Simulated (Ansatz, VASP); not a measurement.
## Ti3Al: VASP beside Ansatz

```
CELL_PARAMETERS angstrom
0.00000 3.23178 3.23178
3.23178 0.00000 3.23178
3.23178 3.23178 0.00000
ATOMIC_POSITIONS crystal
Ti 0.75000 0.75000 0.75000
Ti 0.25000 0.25000 0.25000
Ti 0.00000 0.00000 0.00000
Al 0.50000 0.50000 0.50000
```

Alike in both runs: task relaxation of cell and atoms; functional r2SCAN; k mesh 12 × 12 × 12; occupations gaussian, width 0.1 eV; no spin polarisation.

|  | VASP | Ansatz |
| --- | --- | --- |
| version | VASP 6.6.1 | Ansatz 0.2.0 |
| potentials or method | VASP PAW PBE potentials, release 64 (Ti_sv, Al), cutoff 600 eV | scalar-relativistic, plane waves, PAW |
| valence electrons in the cell | 39 | 39 |

```tsv
	VASP	Ansatz	Ansatz less VASP
gap on the k mesh at the Fermi level, each at its own relaxed structure (eV)	none	none	-
relaxed volume (Å³/atom)	16.62	16.58	-0.038
relaxed length of the cell vector where the two differ most in proportion (Å)	4.547	4.544	-0.0034
```

VASP's potentials were made for PBE, not for r2SCAN. A gap of «none» marks a metal or a gap that the smearing closes.
